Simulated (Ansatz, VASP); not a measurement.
# Ir: VASP beside Ansatz

```
Ir
1.0
     0.00000    1.91970    1.91970
     1.91970    0.00000    1.91970
     1.91970    1.91970    0.00000
Ir
1
Direct
  0.00000 0.00000 0.00000
```

Alike in both runs: task relaxation of cell and atoms; functional PBEsol; k mesh 14 × 14 × 14; occupations fermi-dirac, width 0.05 eV; collinear spin.

```csv
,VASP,Ansatz
version,VASP 6.6.1,Ansatz 0.2.0
potentials or method,"VASP PAW PBE potentials, release 64 (Ir), cutoff 600 eV","plane waves (420 eV) with PAW, scalar-relativistic"
valence electrons in the cell,9,17
```

Ansatz gave:

| Property | Result |
| --- | --- |
| net moment per atom (μB) | 0.00 |
| relaxed volume (Å³/atom) | 14.06 |
| relaxed cell length with the largest relative difference (Å) | 2.709 |

**Question.** Estimate VASP's values.

**Answer.** net moment per atom (μB): 0.00; relaxed volume (Å³/atom): 14.10; relaxed cell length with the largest relative difference (Å): 2.711.

VASP's potentials were made for PBE, not for PBEsol, and Ansatz warns of the same on its side. VASP's potentials hold 9 valence electrons a cell and Ansatz's 17, so a difference there can come from the potentials and not from the codes. Ansatz's warnings: seeded moment not kept.

Neither program's run includes spin-orbit coupling.
